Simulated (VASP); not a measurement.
# MnS: single point with PBEsol

Crystal: MnS.

```
Mn S
1.0
     0.00000    2.47346    2.47346
     2.47346    0.00000    2.47346
     2.47346    2.47346    0.00000
Mn S
1 1
Direct
  0.00000 0.00000 0.00000
  0.75000 0.75000 0.75000
```

| Quantity | Value |
| --- | --- |
| Program | VASP 6.6.1 |
| Task | single point |
| Functional | PBEsol |
| Potentials or basis | VASP PAW PBE potentials, release 64 (Mn_pv, S) |
| Cutoff | 520 eV |
| k mesh | 8 × 8 × 8 |
| Occupations | fermi-dirac, width 0.05 eV |
| Spin | collinear spin, ferromagnetic start |
| Starting moments | [6.0, 0.0] μB |
| Fixed moment | 6 μB |
| Dipole correction | no |
| Further INCAR settings | ALGO = Normal; EDIFF = 1e-06; NBANDS = 20 |

The pressure is 69.5 GPa and the net moment is 6.00 μB per cell. The site moments are Mn +4.41; S +0.51 μB and the valence electrons inside the program's atomic spheres are Mn 11.88; S 3.84.

It took 23 s on 1 thread of Intel(R) Xeon(R) Platinum 8559C (Emerald Rapids), with other jobs on the host, peak memory 0.18 GiB.

Caveat: the cell stands under pressure; the PAW data sets were made with another functional, which shifts forces and pressure a little; the total moment is fixed, so each spin has its own Fermi level; a cell with one magnetic atom can't hold antiferromagnetic order, which such compounds often take.
